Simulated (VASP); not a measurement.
# W (Im-3m) in VASP: a series of runs

W is run at these levels: LDA+U, b88 exchange, pbe correlation; tasks: single point.

All numbers are computed with VASP 6.6.1; they aren't measurements. Logs are shortened: lines on timing, memory, paths and dates and some standing lists are left out, and cuts for length are marked.

## (1) The cell of the first run

The structure is cubic, space group Im-3m (No. 229). The conventional cell has a = 3.206 Å, b = 3.206 Å, c = 3.206 Å, α = 90.00°, β = 90.00°, γ = 90.00°. W (site symmetry m-3m) has 14 W at 2.78 to 3.21 Å within 3.7 Å.

## (2) Single point, LDA+U (16.48 Å³/atom)

File INCAR:

```
SYSTEM = W
ALGO     = Normal         ! electronic algorithm
EDIFF    = 1E-6           ! SCF threshold, eV
ENCUT    = 500            ! plane-wave cutoff, eV
GGA_COMPAT= .False.      
ISIF     = 2              ! what is computed and relaxed
ISMEAR   = -1             ! smearing method
LASPH    = .True.         ! aspherical terms in the spheres
LCHARG   = .False.        ! write CHGCAR
LDAU     = .True.         ! DFT+U
LDAUJ    = 0            
LDAUL    = 2              ! shell
LDAUPRINT= 1            
LDAUTYPE = 2            
LDAUU    = 4              ! U, eV
LMAXMIX  = 4              ! l up to which the mixer works
LREAL    = .False.        ! projectors in reciprocal space
LWAVE    = .False.        ! write WAVECAR
NBANDS   = 13             ! bands
NELM     = 200            ! most SCF steps
PREC     = Accurate       ! precision mode
SIGMA    = 0.05           ! smearing width, eV
```

File KPOINTS:

```
k-points
0
Gamma
  12 12 12
  0 0 0
```

File POSCAR:

```
W
1.0
   -1.6031677150      1.6031677150      1.6031677150
    1.6031677150     -1.6031677150      1.6031677150
    1.6031677150      1.6031677150     -1.6031677150
W
1
Direct
    0.0000000000      0.0000000000      0.0000000000
```

Potentials or basis: VASP PAW LDA potentials, release 64 (W_sv).

On the command line:

```sh
cat potpaw_LDA.64/W_sv/POTCAR > POTCAR
mpirun -np 1 vasp_std > vasp.out
```

OUTCAR:

```text
SYSTEM = W
   EDIFF = 1E-6
   ENCUT = 500
   ISIF = 2
   ISMEAR = -1
   LASPH = .True.
   LREAL = .False.
   NELM = 200
   PREC = Accurate

 ion  position               nearest neighbor table
   1  0.000  0.000  0.000-

  LATTYP: Found a body centered cubic cell.
 ALAT       =     3.2063354300

  Lattice vectors:

 A1 = (  -1.6031677150,   1.6031677150,   1.6031677150)
 A2 = (   1.6031677150,  -1.6031677150,   1.6031677150)
 A3 = (   1.6031677150,   1.6031677150,  -1.6031677150)

Analysis of symmetry for initial positions (statically):
=====================================================================
 Subroutine PRICEL returns:
 Original cell was already a primitive cell.

 Routine SETGRP: Setting up the symmetry group for a
 body centered cubic supercell.

 Subroutine GETGRP returns: Found 48 space group operations
 (whereof 48 operations were pure point group operations)
 out of a pool of 48 trial point group operations.

The static configuration has the point symmetry O_h .

Analysis of symmetry for dynamics (positions and initial velocities):
=====================================================================
 Subroutine PRICEL returns:
 Original cell was already a primitive cell.

 Routine SETGRP: Setting up the symmetry group for a
 body centered cubic supercell.

 Subroutine GETGRP returns: Found 48 space group operations
 (whereof 48 operations were pure point group operations)
 out of a pool of 48 trial point group operations.

The dynamic configuration has the point symmetry O_h .

 Subroutine INISYM returns: Found 48 space group operations
 (whereof 48 operations are pure point group operations),
 and found     1 'primitive' translations

----------------------------------------------------------------------------------------

                                     Primitive cell

  volume of cell :      16.4815

  direct lattice vectors                    reciprocal lattice vectors
    -1.603167715  1.603167715  1.603167715     0.000000000  0.311882528  0.311882528
     1.603167715 -1.603167715  1.603167715     0.311882528  0.000000000  0.311882528
     1.603167715  1.603167715 -1.603167715     0.311882528  0.311882528  0.000000000

  length of vectors
     2.776767935  2.776767935  2.776767935     0.441068501  0.441068501  0.441068501

  position of ions in fractional coordinates (direct lattice)
     0.000000000  0.000000000  0.000000000

  ion indices of the primitive-cell ions
   primitive index   ion index
                 1           1

----------------------------------------------------------------------------------------

 KPOINTS: k-points

Automatic generation of k-mesh.
 Grid dimensions read from file:
 generate k-points for:   12   12   12

 Generating k-lattice:

  Cartesian coordinates                     Fractional coordinates (reciprocal lattice)
     0.000000000  0.025990211  0.025990211     0.083333333  0.000000000  0.000000000
     0.025990211  0.000000000  0.025990211     0.000000000  0.083333333  0.000000000
     0.025990211  0.025990211  0.000000000     0.000000000  0.000000000  0.083333333

  Length of vectors
     0.036755708  0.036755708  0.036755708

  Shift w.r.t. Gamma in fractional coordinates (k-lattice)
     0.000000000  0.000000000  0.000000000

 Subroutine IBZKPT returns following result:
 ===========================================

 Found     72 irreducible k-points:

 Following reciprocal coordinates:
            Coordinates               Weight
  0.000000  0.000000  0.000000      1.000000
[... 35 lines left out ...]
   ICHARG =      2    charge: 1-file 2-atom 10-const
   ISPIN  =      1    spin polarized calculation?
   LNONCOLLINEAR =      F non collinear calculations
   LSORBIT =      F    spin-orbit coupling
   LASPH  =      T    aspherical Exc in radial PAW
   ENCUT  =  500.0 eV  36.75 Ry    6.06 a.u.   5.06  5.06  5.06*2*pi/ulx,y,z
   NELM   =    200;   NELMIN=  2; NELMDL= -5     # of ELM steps
   EDIFF  = 0.1E-05   stopping-criterion for ELM
   LREAL  =      F    real-space projection
   EDIFFG = 0.1E-04   stopping-criterion for IOM
   NSW    =      0    number of steps for IOM
   IBRION =     -1    ionic relax: 0-MD 1-quasi-New 2-CG
   NFREE  =      0    steps in history (QN), initial steepest desc. (CG)
   ISIF   =      2    stress and relaxation
   ISYM   =      2    0-nonsym 1-usesym 2-fastsym
   POTIM  = 0.5000    time-step for ionic-motion
   TEBEG  =    0.0;   TEEND  =   0.0 temperature during run
   PSTRESS=    0.0 pullay stress
   NELECT =      14.0000    total number of electrons
   NUPDOWN=      -1.0000    fix difference up-down
   EMIN   =  10.00;   EMAX   =-10.00  energy-range for DOS
   EFERMI =   0.00;   METHOD = LEGACY
   ISMEAR =    -1;   SIGMA  =   0.05  broadening in eV -4-tet -1-fermi 0-gaus
   EFERMI_NEDOS =   21; number of points for ismear=-14 and -15
   IALGO  =     38    algorithm
   IMIX   =      4    mixing-type and parameters
     AMIX     =   0.40;   BMIX     =  1.00
     AMIX_MAG =   1.60;   BMIX_MAG =  1.00
  volume/ion in A,a.u.               =      16.48       111.22
  Fermi-wavevector in a.u.,A,eV,Ry     =   1.550429  2.929886 32.706095  2.403830
  Thomas-Fermi vector in A             =   2.655094
   LORBIT       =      0    0 simple, 1 ext, 2 COOP (PROOUT), +10 PAW based schemes
 LDA+U is selected, type is set to LDAUTYPE =  2
   angular momentum for each species LDAUL =     2
   U (eV)           for each species LDAUU =   4.0
   J (eV)           for each species LDAUJ =   0.0
   GGA     = CA    functional components
   LHFCALC =     F    Hartree Fock is set to
   AEXX    =    0.0000 exact exchange contribution
   IVDW    =     0    specifies the selected vdW correction
   LEPSILON=     F    determine dielectric tensor
   LRPA    =     F    only Hartree local field effects (RPA)
 non-spin polarized calculation
  energy-cutoff  :      500.00
  volume of cell :       16.48
 maximum number of plane-waves:       430
   NGX = 11   NGY = 11   NGZ = 11

atom =   1  type =  1  l = 2

 onsite density matrix

spin component  1

  0.3974 -0.0000  0.0000  0.0000 -0.0000
 -0.0000  0.3974  0.0000  0.0000  0.0000
  0.0000  0.0000  0.2237  0.0000  0.0000
  0.0000  0.0000  0.0000  0.3974 -0.0000
 -0.0000  0.0000  0.0000 -0.0000  0.2237

spin component  2

  0.3974 -0.0000  0.0000  0.0000 -0.0000
 -0.0000  0.3974  0.0000  0.0000  0.0000
  0.0000  0.0000  0.2237  0.0000  0.0000
  0.0000  0.0000  0.0000  0.3974 -0.0000
 -0.0000  0.0000  0.0000 -0.0000  0.2237

 occupancies and eigenvectors

  o =  0.2237  v =  0.0000  0.0000 -0.9994 -0.0000  0.0335  0.0000  0.0000  0.0000  0.0000  0.0000      0.0000  0.0000  0.0000  0.0000  0.0000  0.0000  0.0000  0.0000  0.0000  0.0000
  o =  0.2237  v =  0.0000  0.0000  0.0000  0.0000  0.0000  0.0000  0.0000 -0.9994 -0.0000  0.0335      0.0000  0.0000  0.0000  0.0000  0.0000  0.0000  0.0000  0.0000  0.0000  0.0000
  o =  0.2237  v =  0.0000  0.0000  0.0335  0.0000  0.9994  0.0000  0.0000  0.0000  0.0000  0.0000      0.0000  0.0000  0.0000  0.0000  0.0000  0.0000  0.0000  0.0000  0.0000  0.0000
  o =  0.2237  v =  0.0000  0.0000  0.0000  0.0000  0.0000  0.0000  0.0000  0.0335  0.0000  0.9994      0.0000  0.0000  0.0000  0.0000  0.0000  0.0000  0.0000  0.0000  0.0000  0.0000
  o =  0.3974  v =  1.0000 -0.0000  0.0000  0.0000 -0.0000  0.0000  0.0000  0.0000  0.0000  0.0000      0.0000  0.0000  0.0000  0.0000  0.0000  0.0000  0.0000  0.0000  0.0000  0.0000
  o =  0.3974  v =  0.0000  0.0000  0.0000  0.0000  0.0000  1.0000 -0.0000  0.0000  0.0000 -0.0000      0.0000  0.0000  0.0000  0.0000  0.0000  0.0000  0.0000  0.0000  0.0000  0.0000
  o =  0.3974  v =  0.0000  0.0000  0.0000  0.0000  0.0000  0.0000  0.9739  0.0000  0.2269 -0.0000      0.0000  0.0000  0.0000  0.0000  0.0000  0.0000  0.0000  0.0000  0.0000  0.0000
  o =  0.3974  v =  0.0000  0.9739  0.0000  0.2269 -0.0000  0.0000  0.0000  0.0000  0.0000  0.0000      0.0000  0.0000  0.0000  0.0000  0.0000  0.0000  0.0000  0.0000  0.0000  0.0000
  o =  0.3974  v =  0.0000  0.0000  0.0000  0.0000  0.0000 -0.0000 -0.2269 -0.0000  0.9739 -0.0000      0.0000  0.0000  0.0000  0.0000  0.0000  0.0000  0.0000  0.0000  0.0000  0.0000
  o =  0.3974  v = -0.0000 -0.2269 -0.0000  0.9739 -0.0000  0.0000  0.0000  0.0000  0.0000  0.0000      0.0000  0.0000  0.0000  0.0000  0.0000  0.0000  0.0000  0.0000  0.0000  0.0000

 number of electron      13.9999997 magnetization

 Free energy of the ion-electron system (eV)
  ---------------------------------------------------
  ext. energy  EPLUGINS =         0.00000000
  ---------------------------------------------------
  free energy    TOTEN  =        -9.72551504 eV

  energy without entropy =       -9.72203678  energy(sigma->0) =       -9.72377591

 E-fermi :  10.9316     XC(G=0): -13.6313

 val. band max:       10.8121287978   @ k =   0.0833   0.0833   0.0000
 cond. band min:      10.9510999062   @ k =  -0.1667   0.1667   0.0833
 fundamental gap:      0.1389711084
 Fermi energy:        10.9316124466

 k-point     1 :       0.0000    0.0000    0.0000
  band No.  band energies     occupation
      1     -63.2085      2.00000
      2     -27.0565      2.00000
      3     -27.0565      2.00000
      4     -27.0565      2.00000
      5       1.4314      2.00000
      6       9.8585      2.00000
      7       9.8585      2.00000
      8       9.8585      2.00000
      9      13.7152      0.00000
     10      13.7152      0.00000
     11      25.2639      0.00000
     12      25.2639      0.00000
     13      25.2639      0.00000
[... 354 lines left out ...]
  band No.  band energies     occupation
      1     -63.0911      2.00000
      2     -28.1220      2.00000
      3     -27.4817      2.00000
      4     -27.1378      2.00000
      5       5.6610      2.00000
      6       7.5907      2.00000
      7      10.5887      1.99790
      8      13.7113      0.00000
      9      14.6093      0.00000
     10      18.0515      0.00000
     11      20.2377      0.00000
     12      22.9087      0.00000
     13      26.3490      0.00000

 [... further k-points ...]

------------------------ aborting loop because EDIFF is reached ----------------------------------------

  FORCE on cell =-STRESS in cart. coord.  units (eV):
  Direction    XX          YY          ZZ          XY          YZ          ZX
  --------------------------------------------------------------------------------------
  -------------------------------------------------------------------------------------
  Total       -0.7659815     -0.7659815     -0.7659815     -0.0000000      0.0000000      0.0000000
  in kB      -74.4615402    -74.4615402    -74.4615402     -0.0000000      0.0000000      0.0000000
  external PRESSURE =     -74.4615402 kB  Pullay stress =       0.0000000 kB

 VOLUME and BASIS-vectors are now :
 -----------------------------------------------------------------------------
  energy-cutoff  :      500.00
  volume of cell :       16.48
      direct lattice vectors                 reciprocal lattice vectors
    -1.603167715  1.603167715  1.603167715     0.000000000  0.311882528  0.311882528
     1.603167715 -1.603167715  1.603167715     0.311882528  0.000000000  0.311882528
     1.603167715  1.603167715 -1.603167715     0.311882528  0.311882528  0.000000000

 POSITION                                       TOTAL-FORCE (eV/Angst)
 -----------------------------------------------------------------------------------
      0.00000      0.00000      0.00000         0.000000      0.000000     -0.000000
 -----------------------------------------------------------------------------------
    total drift:                                0.000000     -0.000000      0.000000

  FREE ENERGIE OF THE ION-ELECTRON SYSTEM (eV)
  ---------------------------------------------------
  free  energy   TOTEN  =        -9.7255150421 eV

  energy  without entropy=       -9.7220367775  energy(sigma->0) =       -9.72377591
```

Wall time 6.5 s (1 thread of Intel Xeon Platinum 8488C (Sapphire Rapids), shared host); peak memory 0.12 GiB.

Results:

```yaml
Free_energy: -9.7255 eV
Pressure: -7.4 GPa
Band_gap_on_the_k_mesh: zero (bands 7 and 8 overlap by 6.06 eV)
```

Eigenvalues of the final occupation matrices:
```tsv
site	spin	trace	eigenvalues
site 1 d	1	1.64	0.22 0.22 0.40 0.40 0.40
site 1 d	2	1.64	0.22 0.22 0.40 0.40 0.40
```

Caveat: the cell stands under tension; spin-orbit coupling is left out, which moves the levels of the heavy elements; U without spin polarisation on a metal has little footing; the U is typed as a test and isn't derived for this compound.

## (3) Single point, b88 exchange, pbe correlation (14.90 Å³/atom)

This run uses another cell than the first one, of 14.90 Å³/atom.

File INCAR:

```
SYSTEM = W
ALGO     = Normal         ! electronic algorithm
EDIFF    = 1E-6           ! SCF threshold, eV
ENCUT    = 500            ! plane-wave cutoff, eV
GGA      = LIBXC          ! functional
GGA_COMPAT= .False.      
ISIF     = 2              ! what is computed and relaxed
ISMEAR   = 1              ! smearing method
LASPH    = .True.         ! aspherical terms in the spheres
LCHARG   = .False.        ! write CHGCAR
LIBXC1   = GGA_X_B88    
LIBXC2   = GGA_C_PBE    
LREAL    = .False.        ! projectors in reciprocal space
LWAVE    = .False.        ! write WAVECAR
NBANDS   = 13             ! bands
NELM     = 120            ! most SCF steps
PREC     = Accurate       ! precision mode
SIGMA    = 0.01           ! smearing width, eV
```

KPOINTS is that of step 2.

File POSCAR:

```
W
1.0
   -1.5500431812      1.5500431812      1.5500431812
    1.5500431812     -1.5500431812      1.5500431812
    1.5500431812      1.5500431812     -1.5500431812
W
1
Direct
    0.0000000000      0.0000000000      0.0000000000
```

Potentials or basis: VASP PAW PBE potentials, release 64 (W_sv).

On the command line:

```sh
cat potpaw_PBE.64/W_sv/POTCAR > POTCAR
mpirun -np 1 vasp_std > vasp.out
```

Wall time 6.9 s (1 thread of Intel Xeon Platinum 8488C (Sapphire Rapids), shared host); peak memory 0.13 GiB.

The run converged. Its results:

```
Free energy            : -12.6991 eV
Pressure               : 28.4 GPa
Band gap on the k mesh : zero (bands 7 and 8 overlap by 6.97 eV)
```

Levels at points of the mesh, in eV from the Fermi level:
```csv
k point,band 3,band 4,band 5,band 6,band 7,band 8,band 9,band 10,band 11,band 12
"(0.00, 0.00, 0.00)",-37.60,-37.60,-9.99,-1.38,-1.38,-1.38,2.37,2.37,14.66,14.66
"(0.50, 0.00, 0.00)",-38.11,-37.62,-6.72,-3.92,0.93,2.30,3.35,6.68,11.66,12.09
"(0.50, 0.50, 0.50)",-38.70,-38.70,-6.38,-6.38,5.59,5.59,5.59,8.77,8.77,8.77
```

Caveat: the cell stands under pressure; the PAW data sets were made with another functional, which shifts forces and pressure a little; spin-orbit coupling is left out, which moves the levels of the heavy elements.

## (4) Single point, b88 exchange, pbe correlation (15.21 Å³/atom)

This run uses another cell than the first one, of 15.21 Å³/atom.

File INCAR:

```
SYSTEM = W
  PREC = Accurate
  ENCUT = 500
  EDIFF = 1E-6
  ISMEAR = 1
  SIGMA = 0.01
  LREAL = .False.
  LASPH = .True.
  NELM = 120
  ALGO = Normal
  ISIF = 2
  LWAVE = .False.
  LCHARG = .False.
  GGA = LIBXC
  LIBXC1 = GGA_X_B88
  LIBXC2 = GGA_C_PBE
  NBANDS = 13
  GGA_COMPAT = .False.
```

File KPOINTS:

```
regular mesh
0
Gamma
  12 12 12
  0 0 0
```

File POSCAR:

```
W
1.0
   -1.5609593379      1.5609593379      1.5609593379
    1.5609593379     -1.5609593379      1.5609593379
    1.5609593379      1.5609593379     -1.5609593379
W
1
Direct
    0.0000000000      0.0000000000      0.0000000000
```

On the command line:

```sh
cat potpaw_PBE.64/W_sv/POTCAR > POTCAR
mpirun -np 1 vasp_std > vasp.out
```

Run time: 7.3 s. Hardware: 1 thread of Intel Xeon Platinum 8488C (Sapphire Rapids), shared host; peak memory 0.13 GiB.

The run converged. Its results:

* Free energy: -12.7473 eV
* Pressure: 20.1 GPa
* Band gap on the k mesh: zero (bands 7 and 8 overlap by 6.77 eV)

Levels at points of the mesh, in eV from the Fermi level:
| k point | band 5 | band 6 | band 7 | band 8 | band 9 | band 10 |
| --- | --- | --- | --- | --- | --- | --- |
| (0.00, 0.00, 0.00) | -9.83 | -1.30 | -1.30 | -1.30 | 2.36 | 2.36 |
| (0.50, 0.00, 0.00) | -6.53 | -3.77 | 0.89 | 2.28 | 3.30 | 6.53 |
| (0.50, 0.50, 0.50) | -6.15 | -6.15 | 5.47 | 5.47 | 5.47 | 8.63 |

Caveat: the cell stands under pressure; the PAW data sets were made with another functional, which shifts forces and pressure a little; spin-orbit coupling is left out, which moves the levels of the heavy elements.

[end of part 1 of 2]
